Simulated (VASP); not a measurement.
# SrTiO3 (P4/mmm) in VASP: further runs

Runs on SrTiO3. Level: PBE. Tasks: relaxation of the atoms.

Everything below comes from runs of VASP 6.6.1. Logs are shortened: lines on timing, memory, paths and dates and some standing lists are left out, and cuts for length are marked.

## 1. The cell of the first run

Symmetry: P4/mmm, No. 123, tetragonal system. The conventional cell has a = 3.905 Å, b = 3.905 Å, c = 3.983 Å, α = 90.00°, β = 90.00°, γ = 90.00°. Within 3.6 Å of Sr (site symmetry 4/mmm) lie 12 O at 2.76 to 2.79 Å and 8 Ti at 3.40 Å. Within 2.6 Å of Ti (site symmetry 4/mmm) lie 6 O at 1.95 to 1.99 Å. Within 2.6 Å of O (site symmetry mmm) lie 2 Ti at 1.95 Å. O (site symmetry 4/mmm) has 2 Ti at 1.99 Å within 2.6 Å.

## 2. Relaxation of the atoms, PBE (z stretched by +2 %)

File INCAR:

```
SYSTEM = SrTiO3
PREC = Accurate
ENCUT = 520
EDIFF = 1E-7
ISMEAR = -1
SIGMA = 0.02
LREAL = .False.
LASPH = .True.
NELM = 120
ALGO = Normal
ISIF = 2
LWAVE = .False.
LCHARG = .False.
GGA = PE
IBRION = 2
NSW = 80
EDIFFG = -0.02
GGA_COMPAT = .False.
NELMIN = 4
```

File KPOINTS:

```
Automatic mesh
0
Gamma
  8 8 8
  0 0 0
```

File POSCAR:

```
SrTiO3
1.0
    3.9050000000      0.0000000000      0.0000000000
    0.0000000000      3.9050000000      0.0000000000
    0.0000000000      0.0000000000      3.9831000000
Sr Ti O
1 1 3
Direct
    0.0000000000      0.0000000000      0.0000000000
    0.5000000000      0.5000000000      0.5000000000
    0.0000000000      0.5000000000      0.5000000000
    0.5000000000      0.0000000000      0.5000000000
    0.5000000000      0.5000000000      0.0000000000
```

Potentials or basis: VASP PAW PBE potentials, release 64 (Sr_sv, Ti_sv, O).

Launch:

```bash
$ cat potpaw_PBE.64/Sr_sv/POTCAR potpaw_PBE.64/Ti_sv/POTCAR potpaw_PBE.64/O/POTCAR > POTCAR
$ mpirun -np 1 vasp_std > vasp.out
```

OUTCAR:

```text
SYSTEM = SrTiO3
   PREC = Accurate
   ENCUT = 520
   EDIFF = 1E-7
   ISMEAR = -1
   LREAL = .False.
   LASPH = .True.
   NELM = 120
   ISIF = 2
   GGA = PE
   IBRION = 2
   NSW = 80
   EDIFFG = -0.02
   NELMIN = 4

 ion  position               nearest neighbor table
   1  0.000  0.000  0.000-   5 2.76   5 2.76   5 2.76   5 2.76   4 2.79   3 2.79   4 2.79   3 2.79
                             4 2.79   3 2.79   4 2.79   3 2.79   2 3.40   2 3.40   2 3.40   2 3.40
   2  0.500  0.500  0.500-   3 1.95   4 1.95   4 1.95   3 1.95   5 1.99   5 1.99   1 3.40   1 3.40
                             1 3.40   1 3.40   1 3.40   1 3.40   1 3.40   1 3.40
   3  0.000  0.500  0.500-   2 1.95   2 1.95   1 2.79   1 2.79   1 2.79   1 2.79
   4  0.500  0.000  0.500-   2 1.95   2 1.95   1 2.79   1 2.79   1 2.79   1 2.79
   5  0.500  0.500  0.000-   2 1.99   2 1.99   1 2.76   1 2.76   1 2.76   1 2.76

  LATTYP: Found a simple tetragonal cell.
 ALAT       =     3.9050000000
 C/A-ratio  =     1.0200000000

  Lattice vectors:

 A1 = (   3.9050000000,   0.0000000000,   0.0000000000)
 A2 = (   0.0000000000,   3.9050000000,   0.0000000000)
 A3 = (   0.0000000000,   0.0000000000,   3.9831000000)

Analysis of symmetry for initial positions (statically):
=====================================================================
 Subroutine PRICEL returns:
 Original cell was already a primitive cell.

 Routine SETGRP: Setting up the symmetry group for a
 simple tetragonal supercell.

 Subroutine GETGRP returns: Found 16 space group operations
 (whereof 16 operations were pure point group operations)
 out of a pool of 16 trial point group operations.

The static configuration has the point symmetry D_4h.

Analysis of symmetry for dynamics (positions and initial velocities):
=====================================================================
 Subroutine PRICEL returns:
 Original cell was already a primitive cell.

 Routine SETGRP: Setting up the symmetry group for a
 simple tetragonal supercell.

 Subroutine GETGRP returns: Found 16 space group operations
 (whereof 16 operations were pure point group operations)
 out of a pool of 16 trial point group operations.

The dynamic configuration has the point symmetry D_4h.

 Subroutine INISYM returns: Found 16 space group operations
 (whereof 16 operations are pure point group operations),
 and found     1 'primitive' translations

----------------------------------------------------------------------------------------

                                     Primitive cell

  volume of cell :      60.7384

  direct lattice vectors                    reciprocal lattice vectors
     3.905000000  0.000000000  0.000000000     0.256081946  0.000000000  0.000000000
     0.000000000  3.905000000  0.000000000     0.000000000  0.256081946  0.000000000
     0.000000000  0.000000000  3.983100000     0.000000000  0.000000000  0.251060732

  length of vectors
     3.905000000  3.905000000  3.983100000     0.256081946  0.256081946  0.251060732

  position of ions in fractional coordinates (direct lattice)
     0.000000000  0.000000000  0.000000000
     0.500000000  0.500000000  0.500000000
     0.000000000  0.500000000  0.500000000
     0.500000000  0.000000000  0.500000000
     0.500000000  0.500000000  0.000000000

  ion indices of the primitive-cell ions
   primitive index   ion index
                 1           1
                 2           2
                 3           3
                 4           4
                 5           5

----------------------------------------------------------------------------------------

 KPOINTS: Automatic mesh

Automatic generation of k-mesh.
 Grid dimensions read from file:
 generate k-points for:    8    8    8

 Generating k-lattice:

  Cartesian coordinates                     Fractional coordinates (reciprocal lattice)
     0.032010243  0.000000000  0.000000000     0.125000000  0.000000000  0.000000000
     0.000000000  0.032010243  0.000000000     0.000000000  0.125000000  0.000000000
     0.000000000  0.000000000  0.031382591     0.000000000  0.000000000  0.125000000

  Length of vectors
     0.032010243  0.032010243  0.031382591

  Shift w.r.t. Gamma in fractional coordinates (k-lattice)
     0.000000000  0.000000000  0.000000000

 Subroutine IBZKPT returns following result:
 ===========================================

 Found     75 irreducible k-points:

 Following reciprocal coordinates:
            Coordinates               Weight
  0.000000  0.000000  0.000000      1.000000
  0.125000  0.000000  0.000000      4.000000
  0.250000  0.000000  0.000000      4.000000
  0.375000  0.000000  0.000000      4.000000
  0.500000  0.000000  0.000000      2.000000
  0.125000  0.125000  0.000000      4.000000
[... 16 lines left out ...]
  0.375000  0.125000  0.125000     16.000000
  0.500000  0.125000  0.125000      8.000000
 [... further k-points ...]
   k-points           NKPTS =     75   k-points in BZ     NKDIM =     75   number of bands    NBANDS=     24
   number of dos      NEDOS =    301   number of ions     NIONS =      5
   total plane-waves  NPLWV =  27000
   dimension x,y,z NGX =    30 NGY =   30 NGZ =   30
   dimension x,y,z NGXF=    60 NGYF=   60 NGZF=   60
   ions per type =               1   1   3
   NGX,Y,Z   is equivalent  to a cutoff of  12.77, 12.77, 12.52 a.u.
   NGXF,Y,Z  is equivalent  to a cutoff of  25.54, 25.54, 25.04 a.u.
 SYSTEM =  SrTiO3
   PREC   = accura    normal or accurate (medium, high low for compatibility)
   ISTART =      0    job   : 0-new  1-cont  2-samecut
   ICHARG =      2    charge: 1-file 2-atom 10-const
   ISPIN  =      1    spin polarized calculation?
   LNONCOLLINEAR =      F non collinear calculations
   LSORBIT =      F    spin-orbit coupling
   LASPH  =      T    aspherical Exc in radial PAW
   ENCUT  =  520.0 eV  38.22 Ry    6.18 a.u.   7.26  7.26  7.41*2*pi/ulx,y,z
   NELM   =    120;   NELMIN=  4; NELMDL= -5     # of ELM steps
   EDIFF  = 0.1E-06   stopping-criterion for ELM
   LREAL  =      F    real-space projection
   EDIFFG = -.2E-01   stopping-criterion for IOM
   NSW    =     80    number of steps for IOM
   IBRION =      2    ionic relax: 0-MD 1-quasi-New 2-CG
   NFREE  =      1    steps in history (QN), initial steepest desc. (CG)
   ISIF   =      2    stress and relaxation
   ISYM   =      2    0-nonsym 1-usesym 2-fastsym
   POTIM  = 0.5000    time-step for ionic-motion
   TEBEG  =    0.0;   TEEND  =   0.0 temperature during run
   PSTRESS=    0.0 pullay stress
   NELECT =      40.0000    total number of electrons
   NUPDOWN=      -1.0000    fix difference up-down
   EMIN   =  10.00;   EMAX   =-10.00  energy-range for DOS
   EFERMI =   0.00;   METHOD = LEGACY
   ISMEAR =    -1;   SIGMA  =   0.02  broadening in eV -4-tet -1-fermi 0-gaus
   EFERMI_NEDOS =   21; number of points for ismear=-14 and -15
   IALGO  =     38    algorithm
   IMIX   =      4    mixing-type and parameters
     AMIX     =   0.40;   BMIX     =  1.00
     AMIX_MAG =   1.60;   BMIX_MAG =  1.00
  volume/ion in A,a.u.               =      12.15        81.98
  Fermi-wavevector in a.u.,A,eV,Ry     =   1.424318  2.691571 27.601904  2.028683
  Thomas-Fermi vector in A             =   2.544822
   LORBIT       =      0    0 simple, 1 ext, 2 COOP (PROOUT), +10 PAW based schemes
   GGA     = PE    functional components
   LHFCALC =     F    Hartree Fock is set to
   AEXX    =    0.0000 exact exchange contribution
   IVDW    =     0    specifies the selected vdW correction
   LEPSILON=     F    determine dielectric tensor
   LRPA    =     F    only Hartree local field effects (RPA)
 conjugate gradient relaxation of ions
 non-spin polarized calculation
  energy-cutoff  :      520.00
  volume of cell :       60.74
 maximum number of plane-waves:      1660
 NGX is ok and might be reduce to    30
   NGX = 15   NGY = 15   NGZ = 15

 number of electron      39.9999996 magnetization

 Free energy of the ion-electron system (eV)
  ---------------------------------------------------
  ext. energy  EPLUGINS =         0.00000000
  ---------------------------------------------------
  free energy    TOTEN  =       -40.09056640 eV

  energy without entropy =      -40.09056640  energy(sigma->0) =      -40.09056640

 E-fermi :   4.4103     XC(G=0): -11.1663

 val. band max:        4.0340318344   @ k =   0.5000   0.5000   0.5000
 cond. band min:       5.8132414477   @ k =   0.0000   0.0000   0.0000
 fundamental gap:      1.7792096133
 Fermi energy:         4.4102549602

 k-point     1 :       0.0000    0.0000    0.0000
  band No.  band energies     occupation
      1     -52.5398      2.00000
      2     -28.8465      2.00000
      3     -28.7780      2.00000
      4     -28.7780      2.00000
      5     -28.7664      2.00000
      6     -13.3590      2.00000
[... 16 lines left out ...]
     23       5.8468      0.00000
     24       8.0872      0.00000

 k-point     2 :       0.1250    0.0000    0.0000
  band No.  band energies     occupation
      1     -52.5396      2.00000
      2     -28.8641      2.00000
      3     -28.7776      2.00000
      4     -28.7674      2.00000
      5     -28.7659      2.00000
      6     -13.3565      2.00000
[... 16 lines left out ...]
     23       6.1953      0.00000
     24       8.1192      0.00000

 k-point     3 :       0.2500    0.0000    0.0000
  band No.  band energies     occupation
      1     -52.5391      2.00000
      2     -28.8983      2.00000
      3     -28.7766      2.00000
      4     -28.7649      2.00000
      5     -28.7499      2.00000
      6     -13.4053      2.00000
[... 16 lines left out ...]
     23       6.8962      0.00000
     24       8.1303      0.00000

 k-point     4 :       0.3750    0.0000    0.0000
  band No.  band energies     occupation
      1     -52.5385      2.00000
      2     -28.9282      2.00000
      3     -28.7756      2.00000
      4     -28.7639      2.00000
      5     -28.7365      2.00000
      6     -13.5017      2.00000
[... 16 lines left out ...]
     23       7.5075      0.00000
     24       8.1358      0.00000

 k-point     5 :       0.5000    0.0000    0.0000
  band No.  band energies     occupation
      1     -52.5383      2.00000
      2     -28.9399      2.00000
      3     -28.7752      2.00000
      4     -28.7635      2.00000
      5     -28.7316      2.00000
      6     -13.5480      2.00000
[... 16 lines left out ...]
     23       7.7481      0.00000
     24       8.1377      0.00000

 k-point     6 :       0.1250    0.1250    0.0000
  band No.  band energies     occupation
      1     -52.5394      2.00000
      2     -28.8721      2.00000
      3     -28.7880      2.00000
      4     -28.7655      2.00000
      5     -28.7557      2.00000
      6     -13.3382      2.00000
[... 16 lines left out ...]
     23       6.4145      0.00000
     24       8.2985      0.00000
[... 379 lines left out ...]
 k-point    21 :       0.1250    0.1250    0.1250
  band No.  band energies     occupation
      1     -52.5392      2.00000
      2     -28.8753      2.00000
      3     -28.7877      2.00000
      4     -28.7792      2.00000
      5     -28.7440      2.00000
      6     -13.3290      2.00000
[... 16 lines left out ...]
     23       6.4482      0.00000
     24       8.7785      0.00000

 k-point    22 :       0.2500    0.1250    0.1250
  band No.  band energies     occupation
      1     -52.5387      2.00000
      2     -28.8916      2.00000
      3     -28.7923      2.00000
      4     -28.7777      2.00000
      5     -28.7398      2.00000
      6     -13.3079      2.00000
[... 16 lines left out ...]
     23       6.9884      0.00000
     24       8.8168      0.00000

 k-point    23 :       0.3750    0.1250    0.1250
  band No.  band energies     occupation
      1     -52.5382      2.00000
      2     -28.9130      2.00000
      3     -28.7880      2.00000
      4     -28.7743      2.00000
      5     -28.7412      2.00000
      6     -13.3521      2.00000
[... 16 lines left out ...]
     23       7.5424      0.00000
     24       8.8132      0.00000

 k-point    24 :       0.5000    0.1250    0.1250
  band No.  band energies     occupation
      1     -52.5379      2.00000
      2     -28.9226      2.00000
      3     -28.7853      2.00000
      4     -28.7712      2.00000
      5     -28.7436      2.00000
      6     -13.3829      2.00000
[... 16 lines left out ...]
     23       7.7772      0.00000
     24       8.8075      0.00000

 [... further k-points ...]
[... 5 lines left out ...]
  --------------------------------------------------------------------------------------
  -------------------------------------------------------------------------------------
  Total        1.0961691      1.0961691     -0.5304316      0.0000000     -0.0000000      0.0000000
  in kB       28.9151093     28.9151093    -13.9918993      0.0000000     -0.0000000      0.0000000
  external PRESSURE =      14.6127731 kB  Pullay stress =       0.0000000 kB

 VOLUME and BASIS-vectors are now :
 -----------------------------------------------------------------------------
  energy-cutoff  :      520.00
  volume of cell :       60.74
      direct lattice vectors                 reciprocal lattice vectors
     3.905000000  0.000000000  0.000000000     0.256081946  0.000000000  0.000000000
     0.000000000  3.905000000  0.000000000     0.000000000  0.256081946  0.000000000
     0.000000000  0.000000000  3.983100000     0.000000000  0.000000000  0.251060732

 POSITION                                       TOTAL-FORCE (eV/Angst)
 -----------------------------------------------------------------------------------
      0.00000      0.00000      0.00000         0.000000      0.000000      0.000000
      1.95250      1.95250      1.99155         0.000000      0.000000      0.000000
      0.00000      1.95250      1.99155         0.000000      0.000000      0.000000
      1.95250      0.00000      1.99155         0.000000      0.000000      0.000000
      1.95250      1.95250      0.00000         0.000000      0.000000      0.000000
 -----------------------------------------------------------------------------------
    total drift:                                0.000000      0.000000     -0.000000

  FREE ENERGIE OF THE ION-ELECTRON SYSTEM (eV)
  ---------------------------------------------------
  free  energy   TOTEN  =       -40.0905664020 eV

  energy  without entropy=      -40.0905664020  energy(sigma->0) =      -40.09056640

 reached required accuracy - stopping structural energy minimisation
```

Run time: 1.9 min. Hardware: 1 thread of Intel Xeon Platinum 8259CL at 2.50GHz (Skylake/Cascade Lake), shared host; peak memory 0.25 GiB.

Results:

```
Free energy             : -40.0906 eV
Pressure after relaxing : 1.5 GPa
Band gap on the k mesh  : 1.78 eV (least direct gap 2.17 eV)
```

Final structure:
```cif
data_structure
_symmetry_space_group_name_H-M 'P 1'
_symmetry_Int_Tables_number 1
_cell_length_a 3.9050
_cell_length_b 3.9050
_cell_length_c 3.9831
_cell_angle_alpha 90.000
_cell_angle_beta 90.000
_cell_angle_gamma 90.000
_cell_volume 60.74
loop_
_atom_site_label
_atom_site_type_symbol
_atom_site_fract_x
_atom_site_fract_y
_atom_site_fract_z
_atom_site_occupancy
Sr1 Sr 0.00000 0.00000 0.00000 1
Ti1 Ti 0.50000 0.50000 0.50000 1
O1 O 0.00000 0.50000 0.50000 1
O2 O 0.50000 0.00000 0.50000 1
O3 O 0.50000 0.50000 0.00000 1
```

Levels at points of the mesh, in eV from the valence-band top:
```
           k point  band 16  band 17  band 18  band 19  band 20  band 21  band 22  band 23  band 24
(0.00, 0.00, 0.00)    -1.14    -1.14    -0.41    -0.39    -0.39     1.78     1.78     1.81     4.05
(0.50, 0.00, 0.00)    -2.42    -2.38    -1.96    -0.78    -0.76     1.95     3.71     3.71     4.10
(0.50, 0.50, 0.00)    -2.90    -1.77    -1.51    -1.51    -0.08     3.71     3.71     4.18     4.95
(0.00, 0.00, 0.50)    -2.20    -2.20    -1.95    -0.74    -0.74     1.96     3.53     3.53     4.23
(0.50, 0.00, 0.50)    -2.71    -1.76    -1.62    -1.61    -0.15     3.54     3.72     4.07     5.15
(0.50, 0.50, 0.50)    -3.66    -3.66    -0.05    -0.05     0.00     4.28     4.28     4.38     6.80
```

Caveat: the cell differs from its parent crystal (z stretched by +2 %). A k mesh can miss the band edges.

## 3. Relaxation of the atoms, PBE (z stretched by -1 %)

File INCAR:

```
PREC = Accurate
ENCUT = 520
EDIFF = 1E-7
ISMEAR = -1
SIGMA = 0.02
LREAL = F
LASPH = T
NELM = 120
ALGO = Normal
ISIF = 2
LWAVE = F
LCHARG = F
GGA = PE
IBRION = 2
NSW = 80
EDIFFG = -0.02
GGA_COMPAT = F
NELMIN = 4
```

File KPOINTS:

```
Automatic mesh
0
Gamma
  8 8 8
```

Changes to POSCAR since step 2:

```diff
@@ -4,3 +4,3 @@
     0.0000000000      3.9050000000      0.0000000000
-    0.0000000000      0.0000000000      3.9831000000
+    0.0000000000      0.0000000000      3.8659500000
 Sr Ti O
```

Potentials or basis: VASP PAW PBE potentials, release 64 (Sr_sv, Ti_sv, O).

Launch:

```bash
$ cat potpaw_PBE.64/Sr_sv/POTCAR potpaw_PBE.64/Ti_sv/POTCAR potpaw_PBE.64/O/POTCAR > POTCAR
$ mpirun -np 1 vasp_std > vasp.out
```

Wall time 3.6 min (1 thread of Oxide Virtual Turin-like, shared host); peak memory 0.22 GiB.

It converged, with:

```yaml
Free_energy: -40.0506 eV
Pressure_after_relaxing: 7.0 GPa
Band_gap_on_the_k_mesh: 1.86 eV (least direct gap 2.21 eV)
```

Stress tensor (GPa, compression positive):
```
6.10 0.00 0.00
0.00 6.10 0.00
0.00 0.00 8.70
```

Final structure:
```
Sr Ti O
1.0
     3.90500    0.00000    0.00000
     0.00000    3.90500    0.00000
     0.00000    0.00000    3.86595
Sr Ti O
1 1 3
Direct
  0.00000 0.00000 0.00000
  0.50000 0.50000 0.50000
  0.00000 0.50000 0.50000
  0.50000 0.00000 0.50000
  0.50000 0.50000 0.00000
```

Levels at points of the mesh, in eV from the valence-band top:
```tsv
k point	band 16	band 17	band 18	band 19	band 20	band 21	band 22	band 23	band 24
(0.00, 0.00, 0.00)	-1.21	-1.17	-0.36	-0.36	-0.35	1.86	1.87	1.87	4.36
(0.50, 0.00, 0.00)	-2.36	-2.34	-2.02	-0.73	-0.73	2.04	3.79	3.80	4.41
(0.50, 0.50, 0.00)	-2.85	-1.71	-1.63	-1.63	-0.12	3.80	3.80	4.25	5.44
(0.00, 0.00, 0.50)	-2.46	-2.46	-2.03	-0.75	-0.75	2.04	3.89	3.89	4.35
(0.50, 0.00, 0.50)	-2.89	-1.73	-1.57	-1.57	-0.09	3.80	3.90	4.31	5.33
(0.50, 0.50, 0.50)	-3.80	-3.72	-0.02	0.00	0.00	4.48	4.54	4.54	6.94
```

Caveat: the cell differs from its parent crystal (z stretched by -1 %).
